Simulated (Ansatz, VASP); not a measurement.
## Li in VASP and in Ansatz

```
Li
1.0
     2.49859   -5.26225    0.00000
     2.49859    5.26225    0.00000
     0.00000    0.00000    3.09398
Li
4
Direct
  0.13043 0.86957 0.99995
  0.63043 0.36957 0.50005
  0.86957 0.13043 0.00005
  0.36957 0.63043 0.49995
```

Alike in both runs: task relaxation of cell and atoms; functional PBE; k mesh 10 × 10 × 14; occupations gaussian, width 0.1 eV; no spin polarisation.

|  | VASP | Ansatz |
| --- | --- | --- |
| version | VASP 6.6.1 | Ansatz 0.2.0 |
| potentials or method | VASP PAW PBE potentials, release 64 (Li_sv), cutoff 600 eV | scalar-relativistic, plane waves, PAW |
| valence electrons in the cell | 12 | 12 |

```csv
,VASP,Ansatz,Ansatz less VASP
"gap on the k mesh at the Fermi level, each at its own relaxed structure (eV)",none,none,-
relaxed volume (Å³/atom),20.11,20.34,+0.237
relaxed cell length with the largest relative difference (Å),5.825,5.854,+0.0286
```

A gap of «none» marks a metal or a gap that the smearing closes.

Noted on VASP's run: the cutoff is short for stress, so the pressure is rough.
